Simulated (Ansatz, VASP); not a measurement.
## SiO2, level by level in two programs

```
Si O
1.0
     0.00000    4.71626    7.36278
     2.35958    0.00000    7.36278
     2.35958    4.71626    0.00000
Si O
4 8
Cartesian
  3.5394 7.0744 13.7944
  2.3596 4.7163 10.1131
  2.3596 4.7163 4.6125
  3.5394 7.0744 8.2939
  1.1798 0.5984 3.6814
  1.1798 4.1179 3.6814
  2.3596 7.6728 7.3628
  2.3596 1.7597 7.3628
  2.9495 3.5372 5.5221
  2.9495 5.8953 9.2035
  1.7697 3.5372 9.2035
  1.7697 5.8953 5.5221
```

Single points on this cell with VASP 6.6.1 and Ansatz 0.2.0. Each row is one pair of runs. Alike in all rows: spin: off; smearing: fermi-dirac, width 0.05 eV; Ansatz's potentials, cutoff: Ansatz PAW, 420 eV.

```tsv
level	k mesh	VASP's potentials, cutoff	gap on the k mesh at the Fermi level (eV), VASP	gap on the k mesh at the Fermi level (eV), Ansatz	least direct gap on the mesh (eV), VASP	least direct gap on the mesh (eV), Ansatz	pressure (GPa), VASP	pressure (GPa), Ansatz
PBE	5 × 5 × 5	VASP PAW PBE potentials, release 64 (Si, O), 520 eV	5.78	5.78	5.78	5.78	5.1	5.0
PBE	4 × 4 × 4	VASP PAW PBE potentials, release 64 (Si, O), 520 eV	5.78	5.78	5.78	5.78	5.1	5.0
PBE	2 × 2 × 2	VASP PAW PBE potentials, release 64 (Si, O), 600 eV	5.78	5.78	5.78	5.78	4.8	5.0
```

Gap on the k mesh at the fermi level (eV): the two programs differ by at most 0.004; least direct gap on the mesh (eV): the two programs differ by at most 0.004; pressure (GPa): the two programs differ by at most 0.14.

The k mesh is coarse in some rows, so the values compare programs but aren't converged. Noted on Ansatz's runs: odd divisions of the mesh miss points on the zone boundary, where band edges often lie, so the gap on the mesh can be too wide.
